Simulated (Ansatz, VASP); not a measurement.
## Two plane-wave programs on WS2

Contents of INCAR:

```
SYSTEM = WS2
ALGO = Normal
EDIFF = 1E-7
EDIFFG = -0.005
ENCUT = 600
GGA = PE
IBRION = 2
ISIF = 3
ISMEAR = 0
LASPH = .TRUE.
LCHARG = .FALSE.
LREAL = .FALSE.
LWAVE = .FALSE.
NELM = 100
NSW = 70
PREC = Accurate
SIGMA = 0.02
```

File KPOINTS:

```
k-points
0
G
  12 12 4
  0 0 0
```

The input POSCAR:

```
WS2
1.0
    3.1537892984      0.0000000000      0.0000000000
   -1.5768946492      2.7312616506      0.0000000000
    0.0000000000      0.0000000000     12.1432922937
W S
2 4
Direct
    0.3333333333      0.6666666667      0.2500000000
    0.6666666667      0.3333333333      0.7500000000
    0.3333333333      0.6666666667      0.6203061927
    0.6666666667      0.3333333333      0.1203061927
    0.3333333333      0.6666666667      0.8796938073
    0.6666666667      0.3333333333      0.3796938073
```

Input for Ansatz:

```yaml
crystal:
  lattice:
    - [3.1537892984, 0.0, 0.0]
    - [-1.5768946492, 2.7312616506, 0.0]
    - [0.0, 0.0, 12.1432922937]
  atoms:
    - { symbol: W, position: [0.3333333333, 0.6666666667, 0.25] }
    - { symbol: W, position: [0.6666666667, 0.3333333333, 0.75] }
    - { symbol: S, position: [0.3333333333, 0.6666666667, 0.6203061927] }
    - { symbol: S, position: [0.6666666667, 0.3333333333, 0.1203061927] }
    - { symbol: S, position: [0.3333333333, 0.6666666667, 0.8796938073] }
    - { symbol: S, position: [0.6666666667, 0.3333333333, 0.3796938073] }
basis:
  ecutwfc: 420
kpoints:
  mp_grid: { grid: [12, 12, 4] }
hamiltonian:
  xc: pbe
scf:
  occupations: { method: gaussian, width: 0.02 }
output:
  forces: true
  stress: true
  eigenvalues: true
  write_density: true
  write_potential: true
  elf: true
  volumetric_format: npy
relax:
  adjacent_minimum: "off"
  f_tol: 0.005
  max_steps: 50
  cell: { stress_tol: 0.05 }
```

Alike in both runs: task relaxation of cell and atoms; functional PBE; k mesh 12 × 12 × 4; occupations gaussian, width 0.02 eV; no spin polarisation.

|  | VASP | Ansatz |
| --- | --- | --- |
| version | VASP 6.6.1 | Ansatz 0.2.0 |
| potentials or method | VASP PAW PBE potentials, release 64 (W_sv, S), cutoff 600 eV | scalar-relativistic, plane waves, PAW |
| valence electrons in the cell | 52 | 52 |

Ansatz gave:

```
gap on the k mesh at the Fermi level, each at its own relaxed structure (eV) : 1.62
relaxed volume (Å³/atom)                                                     : 21.73
relaxed cell length with the largest relative difference (Å)                 : 14.814
```

Problem. What did VASP give for the same quantities?

Solution. gap on the k mesh at the Fermi level, each at its own relaxed structure (eV): 1.59; relaxed volume (Å³/atom): 21.12; relaxed cell length with the largest relative difference (Å): 14.402.

Neither program's run includes spin-orbit coupling. Noted on VASP's run: the volume moved by over 15 % at a fixed basis, so the end points are rough.
